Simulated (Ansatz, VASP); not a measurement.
**C in VASP and in Ansatz**

File POSCAR:

```
C
1.0
    0.0000000000      1.9394475000      1.7834000000
    1.9394475000      0.0000000000      1.7834000000
    1.9394475000      1.9394475000      0.0000000000
C
2
Direct
    0.5000000000      0.5000000000      0.5000000000
    0.7500000000      0.7500000000      0.7500000000
```

The input INCAR.step1:

```
  PREC = Accurate
  ENCUT = 520
  ISMEAR = 0
  SIGMA = 0.05
  LREAL = False
  LASPH = True
  NELM = 100
  NBANDS = 11
  GGA = PE
  ALGO = Normal
  EDIFF = 1E-4
  LWAVE = True
  LCHARG = False
```

Contents of INCAR.step2:

```
  PREC = Accurate
  ENCUT = 520
  EDIFF = 1E-6
  ISMEAR = 0
  SIGMA = 0.05
  LREAL = False
  LASPH = True
  NELM = 100
  ALGO = Normal
  ISIF = 2
  LWAVE = False
  LCHARG = False
  METAGGA = R2SCAN
  LMIXTAU = True
  NBANDS = 11
  ISTART = 1
```

The input KPOINTS:

```
Automatic mesh
0
Gamma
  12 12 12
```

Input for Ansatz:

```yaml
crystal:
  lattice:
    - [0.0, 1.9394475, 1.7834]
    - [1.9394475, 0.0, 1.7834]
    - [1.9394475, 1.9394475, 0.0]
  atoms:
    - { symbol: C, position: [0.5, 0.5, 0.5] }
    - { symbol: C, position: [0.75, 0.75, 0.75] }
basis:
  ecutwfc: 500
kpoints:
  mp_grid: { grid: [12, 12, 12] }
hamiltonian:
  xc: r2scan
scf:
  occupations: { method: gaussian, width: 0.05 }
output:
  forces: true
  stress: true
  eigenvalues: true
```

Change from the starting cell: strain +0.0875 x Voigt [1, 1, 0, 0, 0, 0], atoms carried along.

Alike in both runs: task single point; functional r2SCAN; k mesh 12 × 12 × 12; occupations gaussian, width 0.05 eV; no spin polarisation.

|  | VASP | Ansatz |
| --- | --- | --- |
| version | VASP 6.6.1 | Ansatz 0.2.0 |
| potentials or method | VASP PAW PBE potentials, release 64 (C), cutoff 520 eV | scalar-relativistic, plane waves, PAW |
| valence electrons in the cell | 8 | 8 |

|  | VASP | Ansatz | Ansatz less VASP |
| --- | --- | --- | --- |
| gap on the k mesh at the Fermi level (eV) | 2.05 | 2.07 | +0.021 |
| least direct gap on the mesh (eV) | 4.03 | 4.06 | +0.032 |
| pressure (GPa) | -55.4 | -56.0 | -0.62 |
| traceless stress, the component that is largest in VASP (GPa) | 41.20 | 41.26 | +0.059 |

VASP's potentials were made for PBE, not for r2SCAN. Both programs put the cell under strong tension, so it lies far from rest at this level. With one functional, cell and mesh, what is left measures potentials, basis and numerics.

Noted on VASP's run: the cell as given lies far from equilibrium.
